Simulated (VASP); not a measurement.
Input of a VASP 6.6.1 run:

The input INCAR:

```
PREC = Accurate
ENCUT = 520
EDIFF = 1E-6
ISMEAR = 0
SIGMA = 0.01
LREAL = False
LASPH = True
NELM = 60
ALGO = Normal
ISIF = 2
LWAVE = False
LCHARG = True
GGA = PS
LELF = True
LVHAR = True
NBANDS = 14
```

File KPOINTS:

```
regular mesh
0
Gamma
  10 10 10
```

POSCAR

```
NaF
1.0
    0.0115754907      2.3208858790      2.3208858790
    2.3208858790      0.0115754907      2.3208858790
    2.3208858790      2.3208858790      0.0115754907
Na F
1 1
Direct
    0.0000000000      0.0000000000      0.0000000000
    0.5000000000      0.5000000000      0.5000000000
```

Potentials or basis: VASP PAW PBE potentials, release 64 (Na_pv, F).

Launch:

```sh
$ cat potpaw_PBE.64/Na_pv/POTCAR potpaw_PBE.64/F/POTCAR > POTCAR
$ mpirun -np 1 vasp_std > vasp.out
```

**Question.** Predict the band gap on the k mesh.

**Answer.** 6.17 eV.

**Question.** Estimate the pressure.

**Answer.** -0.1 GPa.

Stress tensor (GPa, compression positive):
```
-0.12 -0.14 -0.14
-0.14 -0.12 -0.14
-0.14 -0.14 -0.12
```

Caveat: the cell differs from its parent crystal (equal xy, yz and zx engineering shears of +0.5 %); the PAW data sets were made with another functional, which shifts forces and pressure a little. A k mesh can miss the band edges.
